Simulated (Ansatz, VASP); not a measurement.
**CoO: VASP beside Ansatz**

```xyz
2
Lattice="0.0000 2.1027 2.1027 2.1027 0.0000 2.1027 2.1027 2.1027 0.0000" Properties=species:S:1:pos:R:3 pbc="T T T"
Co    0.0000    0.0000    0.0000
O     2.1027    2.1027    2.1027
```

Change from the starting cell: volume scaled by 0.96, crystal datasets.

Alike in both runs: task electric field gradients; functional PBE; k mesh 16 × 16 × 16; occupations fermi-dirac, width 0.05 eV; collinear spin.

|  | VASP | Ansatz |
| --- | --- | --- |
| version | VASP 6.6.1 | Ansatz 0.2.0 |
| potentials or method | VASP PAW PBE potentials, release 64 (Co, O), cutoff 520 eV | all-electron PAW with datasets made for the crystal, scalar-relativistic |

|  | VASP | Ansatz | Ansatz less VASP |
| --- | --- | --- | --- |
| pressure (GPa) | 4.2 | 5.0 | +0.77 |
| net moment per atom (μB) | 1.38 | 1.40 | +0.025 |
| size of the moment on the site where the two differ most (μB) | 2.45 | 2.40 | -0.047 |

Site moments also hang on the region over which each program counts them. Ansatz ran all-electron here, and VASP with PAW potentials.
